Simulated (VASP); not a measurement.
Zn: elastic constants with PBE

Zn:

```
CELL_PARAMETERS angstrom
-1.56904 1.56904 1.56904
1.56904 -1.56904 1.56904
1.56904 1.56904 -1.56904
ATOMIC_POSITIONS crystal
Zn 0.00000 0.00000 0.00000
```

```json
{
 "Program": "VASP 6.6.1",
 "Task": "elastic constants",
 "Functional": "PBE",
 "Potentials or basis": "VASP PAW PBE potentials, release 64 (Zn)",
 "Cutoff": "600 eV",
 "k mesh": "9 × 9 × 9",
 "Occupations": "fermi-dirac, width 0.05 eV",
 "Spin": "no spin polarisation",
 "Dipole correction": "no",
 "Ions in elastic constants": "relaxed",
 "Further INCAR settings": "ALGO = Normal; EDIFF = 1e-08; NBANDS = 12; IBRION = 6; POTIM = 0.015; NSW = 1; ISIF = 3"
}
```

The elastic constants C11, C12, C44 are 86, 58, 11 GPa and the voigt bulk modulus is 67 GPa.

Elastic tensor in Voigt notation (GPa, in the Cartesian axes of the cell as first typed):
```
86 58 58  0  0  0
58 86 58  0  0  0
58 58 86  0  0  0
 0  0  0 11  0  0
 0  0  0  0 11  0
 0  0  0  0  0 11
```

Clamped-ion elastic tensor (GPa):
```
86 58 58  0  0  0
58 86 58  0  0  0
58 58 86  0  0  0
 0  0  0 11  0  0
 0  0  0  0 11  0
 0  0  0  0  0 11
```

Run time: 2.3 min on 1 thread of AMD EPYC 9R45 96-Core Processor (Zen 5), with other jobs on the host, peak memory 0.17 GiB.
